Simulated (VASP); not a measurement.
# Al (P6_3/mmc) in VASP: a series of runs

Aim: see how the results for Al move with the level of theory and the settings. Levels: PBE+D3(BJ), PBE+D4, PBE. Tasks: single point.

Program: VASP 6.6.1. These are calculated values, not measurements. Logs are shortened: lines on timing, memory, paths and dates and some standing lists are left out, and cuts for length are marked.

## Step 1: The cell of the first run

Symmetry: P6_3/mmc, No. 194, hexagonal system. The conventional cell has a = 2.817 Å, b = 2.817 Å, c = 4.656 Å, α = 90.00°, β = 90.00°, γ = 120.00°. Al (site symmetry -6m2) has 12 Al at 2.82 to 2.84 Å within 3.7 Å.

## Step 2: Single point, PBE+D3(BJ)

The input, INCAR:

```
ALGO = Fast ; EDIFF = 1E-6
ENCUT = 520 ; GGA = PE
ISIF = 2 ; ISMEAR = -1
IVDW = 12 ; LASPH = True
LCHARG = False ; LREAL = False
LWAVE = False ; NBANDS = 10
NELM = 60 ; PREC = Accurate
SIGMA = 0.05
```

The input, KPOINTS:

```
k-points
0
Gamma
  11 11 6
```

The input, POSCAR:

```
Al
1.0
    2.8165160175      0.0000000000      0.0000000000
   -1.4082580087      2.4391744213      0.0000000000
    0.0000000000      0.0000000000      4.6562048236
Al
2
Direct
    0.3333333333      0.6666666667      0.2500000000
    0.6666666667      0.3333333333      0.7500000000
```

Potentials or basis: VASP PAW PBE potentials, release 64 (Al).

Started as:

```console
cat potpaw_PBE.64/Al/POTCAR > POTCAR
mpirun -np 1 vasp_std > vasp.out
```

OUTCAR:

```text
EDIFF = 1E-6
   ENCUT = 520
   GGA = PE
   ISIF = 2
   ISMEAR = -1
   IVDW = 12
   LASPH = True
   LREAL = False
   NELM = 60
   PREC = Accurate
 IVDW          = 12

 ion  position               nearest neighbor table
   1  0.333  0.667  0.250-   2 2.84   2 2.84   2 2.84   2 2.84   2 2.84   2 2.84
   2  0.667  0.333  0.750-   1 2.84   1 2.84   1 2.84   1 2.84   1 2.84   1 2.84

  LATTYP: Found a hexagonal cell.
 ALAT       =     2.8165160175
 C/A-ratio  =     1.6531788900

  Lattice vectors:

 A1 = (   2.8165160175,   0.0000000000,   0.0000000000)
 A2 = (  -1.4082580087,   2.4391744213,   0.0000000000)
 A3 = (   0.0000000000,   0.0000000000,   4.6562048236)

Analysis of symmetry for initial positions (statically):
=====================================================================
 Subroutine PRICEL returns:
 Original cell was already a primitive cell.

 Routine SETGRP: Setting up the symmetry group for a
 hexagonal supercell.

 Subroutine GETGRP returns: Found 24 space group operations
 (whereof 12 operations were pure point group operations)
 out of a pool of 24 trial point group operations.

The static configuration has the point symmetry D_3d.
 The point group associated with its full space group is D_6h.

Analysis of symmetry for dynamics (positions and initial velocities):
=====================================================================
 Subroutine PRICEL returns:
 Original cell was already a primitive cell.

 Routine SETGRP: Setting up the symmetry group for a
 hexagonal supercell.

 Subroutine GETGRP returns: Found 24 space group operations
 (whereof 12 operations were pure point group operations)
 out of a pool of 24 trial point group operations.

The dynamic configuration has the point symmetry D_3d.
 The point group associated with its full space group is D_6h.

 Subroutine INISYM returns: Found 24 space group operations
 (whereof 12 operations are pure point group operations),
 and found     1 'primitive' translations

----------------------------------------------------------------------------------------

                                     Primitive cell

  volume of cell :      31.9880

  direct lattice vectors                    reciprocal lattice vectors
     2.816516018  0.000000000  0.000000000     0.355048576  0.204987391  0.000000000
    -1.408258009  2.439174421  0.000000000     0.000000000  0.409974781  0.000000000
     0.000000000  0.000000000  4.656204824     0.000000000  0.000000000  0.214767184

  length of vectors
     2.816516018  2.816516017  4.656204824     0.409974781  0.409974781  0.214767184

  position of ions in fractional coordinates (direct lattice)
     0.333333333  0.666666667  0.250000000
     0.666666667  0.333333333  0.750000000

  ion indices of the primitive-cell ions
   primitive index   ion index
                 1           1
                 2           2

----------------------------------------------------------------------------------------

 KPOINTS: k-points

Automatic generation of k-mesh.
 Grid dimensions read from file:
 generate k-points for:   11   11    6

 Generating k-lattice:

  Cartesian coordinates                     Fractional coordinates (reciprocal lattice)
     0.032277143  0.018635217  0.000000000     0.090909091  0.000000000  0.000000000
     0.000000000  0.037270435  0.000000000     0.000000000  0.090909091  0.000000000
     0.000000000  0.000000000  0.035794531     0.000000000  0.000000000  0.166666667

  Length of vectors
     0.037270435  0.037270435  0.035794531

  Shift w.r.t. Gamma in fractional coordinates (k-lattice)
     0.000000000  0.000000000  0.000000000

 Subroutine IBZKPT returns following result:
 ===========================================

 Found     64 irreducible k-points:

 Following reciprocal coordinates:
            Coordinates               Weight
  0.000000  0.000000  0.000000      1.000000
  0.090909  0.000000  0.000000      6.000000
  0.181818  0.000000  0.000000      6.000000
  0.272727  0.000000  0.000000      6.000000
  0.363636  0.000000  0.000000      6.000000
  0.454545  0.000000  0.000000      6.000000
[... 16 lines left out ...]
  0.090909  0.090909  0.166667     12.000000
  0.181818  0.090909  0.166667     24.000000
 [... further k-points ...]
   k-points           NKPTS =     64   k-points in BZ     NKDIM =     64   number of bands    NBANDS=     10
   number of dos      NEDOS =    301   number of ions     NIONS =      2
   total plane-waves  NPLWV =  20736
   dimension x,y,z NGX =    24 NGY =   24 NGZ =   36
   dimension x,y,z NGXF=    48 NGYF=   48 NGZF=   72
   ions per type =               2
   NGX,Y,Z   is equivalent  to a cutoff of  14.17, 14.17, 12.85 a.u.
   NGXF,Y,Z  is equivalent  to a cutoff of  28.33, 28.33, 25.71 a.u.
 SYSTEM =  unknown system
   PREC   = accura    normal or accurate (medium, high low for compatibility)
   ISTART =      0    job   : 0-new  1-cont  2-samecut
   ICHARG =      2    charge: 1-file 2-atom 10-const
   ISPIN  =      1    spin polarized calculation?
   LNONCOLLINEAR =      F non collinear calculations
   LSORBIT =      F    spin-orbit coupling
   LASPH  =      T    aspherical Exc in radial PAW
   ENCUT  =  520.0 eV  38.22 Ry    6.18 a.u.   5.24  5.24  8.66*2*pi/ulx,y,z
   NELM   =     60;   NELMIN=  2; NELMDL= -5     # of ELM steps
   EDIFF  = 0.1E-05   stopping-criterion for ELM
   LREAL  =      F    real-space projection
   EDIFFG = 0.1E-04   stopping-criterion for IOM
   NSW    =      0    number of steps for IOM
   IBRION =     -1    ionic relax: 0-MD 1-quasi-New 2-CG
   NFREE  =      0    steps in history (QN), initial steepest desc. (CG)
   ISIF   =      2    stress and relaxation
   ISYM   =      2    0-nonsym 1-usesym 2-fastsym
   POTIM  = 0.5000    time-step for ionic-motion
   TEBEG  =    0.0;   TEEND  =   0.0 temperature during run
   PSTRESS=    0.0 pullay stress
   NELECT =       6.0000    total number of electrons
   NUPDOWN=      -1.0000    fix difference up-down
   EMIN   =  10.00;   EMAX   =-10.00  energy-range for DOS
   EFERMI =   0.00;   METHOD = LEGACY
   ISMEAR =    -1;   SIGMA  =   0.05  broadening in eV -4-tet -1-fermi 0-gaus
   EFERMI_NEDOS =   21; number of points for ismear=-14 and -15
   IALGO  =     68    algorithm
   IMIX   =      4    mixing-type and parameters
     AMIX     =   0.40;   BMIX     =  1.00
     AMIX_MAG =   1.60;   BMIX_MAG =  1.00
  volume/ion in A,a.u.               =      15.99       107.93
  Fermi-wavevector in a.u.,A,eV,Ry     =   0.937122  1.770904 11.948608  0.878198
  Thomas-Fermi vector in A             =   2.064201
   LORBIT       =      0    0 simple, 1 ext, 2 COOP (PROOUT), +10 PAW based schemes
   GGA     = PE    functional components
   LHFCALC =     F    Hartree Fock is set to
   AEXX    =    0.0000 exact exchange contribution
   IVDW    =    12    specifies the selected vdW correction
   LEPSILON=     F    determine dielectric tensor
   LRPA    =     F    only Hartree local field effects (RPA)
 non-spin polarized calculation
 RMM-DIIS sequential band-by-band and
  energy-cutoff  :      520.00
  volume of cell :       31.99
 maximum number of plane-waves:       881
 NGX is ok and might be reduce to    24
   NGX = 11   NGY = 11   NGZ = 17

 number of electron       6.0000000 magnetization

 Free energy of the ion-electron system (eV)
  ---------------------------------------------------
  ext. energy  EPLUGINS =         0.00000000
  ---------------------------------------------------
  free energy    TOTEN  =        -7.44220745 eV

  energy without entropy =       -7.43728596  energy(sigma->0) =       -7.43974670

 E-fermi :   8.3445     XC(G=0): -10.3113

 val. band max:        8.2627389947   @ k =   0.4545   0.0000   0.0000
 cond. band min:       8.3467189039   @ k =   0.3636   0.2727   0.5000
 fundamental gap:      0.0839799092
 Fermi energy:         8.3444659158

 k-point     1 :       0.0000    0.0000    0.0000
  band No.  band energies     occupation
      1      -3.0248      2.00000
      2       3.5464      2.00000
      3       3.7520      2.00000
      4      19.3651      0.00000
      5      19.3651      0.00000
      6      19.6461      0.00000
      7      19.6461      0.00000
      8      20.4326      0.00000
      9      22.6530      0.00000
     10      22.8218      0.00000

 k-point     2 :       0.0909    0.0000    0.0000
  band No.  band energies     occupation
      1      -2.8194      2.00000
      2       3.7370      2.00000
      3       3.9521      2.00000
      4      16.3613      0.00000
      5      17.7484      0.00000
      6      19.0103      0.00000
      7      21.2873      0.00000
      8      21.5885      0.00000
      9      22.0976      0.00000
     10      22.6191      0.00000

 k-point     3 :       0.1818    0.0000    0.0000
  band No.  band energies     occupation
      1      -2.2050      2.00000
      2       4.3086      2.00000
      3       4.5454      2.00000
      4      12.9281      0.00000
      5      16.3518      0.00000
      6      17.4607      0.00000
      7      18.9466      0.00000
      8      19.3685      0.00000
      9      21.9172      0.00000
     10      22.4009      0.00000

 k-point     4 :       0.2727    0.0000    0.0000
  band No.  band energies     occupation
      1      -1.1873      2.00000
      2       5.2610      2.00000
      3       5.4974      2.00000
      4       9.7687      0.00000
      5      15.3064      0.00000
      6      15.4462      0.00000
      7      15.7983      0.00000
      8      17.5005      0.00000
      9      21.0209      0.00000
     10      21.2475      0.00000
[... 222 lines left out ...]
 k-point    22 :       0.4545    0.0000    0.1667
  band No.  band energies     occupation
      1       2.1959      2.00000
      2       4.3173      2.00000
      3       6.6170      2.00000
      4       8.6450      0.00489
      5      10.8892      0.00000
      6      12.8251      0.00000
      7      14.4248      0.00000
      8      16.2140      0.00000
      9      18.3085      0.00000
     10      20.3799      0.00000

 k-point    23 :       0.0909    0.0909    0.1667
  band No.  band energies     occupation
      1      -2.2207      2.00000
      2       2.2329      2.00000
      3       6.5625      2.00000
      4      14.8204      0.00000
      5      14.9653      0.00000
      6      18.5075      0.00000
      7      19.0447      0.00000
      8      19.1560      0.00000
      9      21.2747      0.00000
     10      21.4539      0.00000

 k-point    24 :       0.1818    0.0909    0.1667
  band No.  band energies     occupation
      1      -1.4058      2.00000
      2       3.0191      2.00000
      3       7.3026      2.00000
      4      11.6087      0.00000
      5      13.5748      0.00000
      6      15.7872      0.00000
      7      17.6698      0.00000
      8      19.2688      0.00000
      9      19.5985      0.00000
     10      21.1295      0.00000

 [... further k-points ...]

------------------------ aborting loop because EDIFF is reached ----------------------------------------

 Edisp (eV)   -0.69469

 E8    (eV) :    -0.3107

  FORCE on cell =-STRESS in cart. coord.  units (eV):
  Direction    XX          YY          ZZ          XY          YZ          ZX
  --------------------------------------------------------------------------------------
  -------------------------------------------------------------------------------------
  Total      -0.07980    -0.07980    -0.07719    -0.00000    -0.00000     0.00000
  in kB      -3.99698    -3.99698    -3.86619    -0.00000    -0.00000     0.00000
  external pressure =       -3.95 kB  Pullay stress =        0.00 kB

 VOLUME and BASIS-vectors are now :
 -----------------------------------------------------------------------------
  energy-cutoff  :      520.00
  volume of cell :       31.99
      direct lattice vectors                 reciprocal lattice vectors
     2.816516018  0.000000000  0.000000000     0.355048576  0.204987391  0.000000000
    -1.408258009  2.439174421  0.000000000     0.000000000  0.409974781  0.000000000
     0.000000000  0.000000000  4.656204824     0.000000000  0.000000000  0.214767184

 POSITION                                       TOTAL-FORCE (eV/Angst)
 -----------------------------------------------------------------------------------
     -0.00000      1.62612      1.16405        -0.000000      0.000000      0.000000
      1.40826      0.81306      3.49215         0.000000     -0.000000      0.000000
 -----------------------------------------------------------------------------------
    total drift:                                0.000000     -0.000000     -0.000000

  FREE ENERGIE OF THE ION-ELECTRON SYSTEM (eV)
  ---------------------------------------------------
  free  energy   TOTEN  =        -8.1368975906 eV

  energy  without entropy=       -8.1319761026  energy(sigma->0) =       -8.13443685
```

It took 9 s on 1 thread of AMD EPYC 9R45 (Zen 5), shared host; peak memory 0.13 GiB.

What came out:

```yaml
Free_energy: -8.1369 eV
Pressure: -0.4 GPa
Band_gap_on_the_k_mesh: zero (band 3 reaches 12.33 eV, above the bottom of band 4 at 5.25 eV)
Dispersion_energy_per_atom: -0.347 eV
```

Caveat: three body term missing; pairwise dispersion overbinds metals, which lowers pressure and volume.

## Step 3: Single point, PBE+D4

The input, INCAR:

```
SYSTEM = Al
PREC = Accurate ; ENCUT = 520
EDIFF = 1E-6 ; ISMEAR = -1
SIGMA = 0.05 ; LREAL = .FALSE.
LASPH = .TRUE. ; NELM = 60
ALGO = Normal ; ISIF = 2
LWAVE = .FALSE. ; LCHARG = .FALSE.
GGA = PE ; IVDW = 13
NBANDS = 10
```

The input, KPOINTS:

```
Automatic mesh
0
G
  11 11 6
  0 0 0
```

The input, POSCAR:

```
Al
1.0
    2.8147651000      0.0000000000      0.0000000000
   -1.4073825500      2.4376580823      0.0000000000
    0.0000000000      0.0000000000      4.6544351522
Al
2
Direct
    0.3333333333      0.6666666667      0.2500000000
    0.6666666667      0.3333333333      0.7500000000
```

Potentials or basis: VASP PAW PBE potentials, release 64 (Al).

Started as:

```console
cat potpaw_PBE.64/Al/POTCAR > POTCAR
mpirun -np 1 vasp_std > vasp.out
```

Run time: 10 s. Hardware: 1 thread of AMD EPYC 9R45 (Zen 5), shared host; peak memory 0.12 GiB.

It converged, with:

| Quantity | Value |
| --- | --- |
| Free energy | -8.1505 eV |
| Pressure | -0.1 GPa |
| Band gap on the k mesh | zero (band 3 reaches 12.35 eV, above the bottom of band 4 at 5.27 eV) |
| Dispersion energy per atom | -0.355 eV |

Levels at points of the mesh, in eV from the Fermi level:
```tsv
k point	band 1	band 2	band 3	band 4	band 5	band 6
(0.00, 0.00, 0.00)	-11.38	-4.81	-4.60	11.04	11.04	11.31
(0.00, 0.00, 0.50)	-9.68	-9.68	3.26	3.26	12.17	12.17
```

Caveat: pairwise dispersion overbinds metals, which lowers pressure and volume.

(Continued in part 2 of 2.)
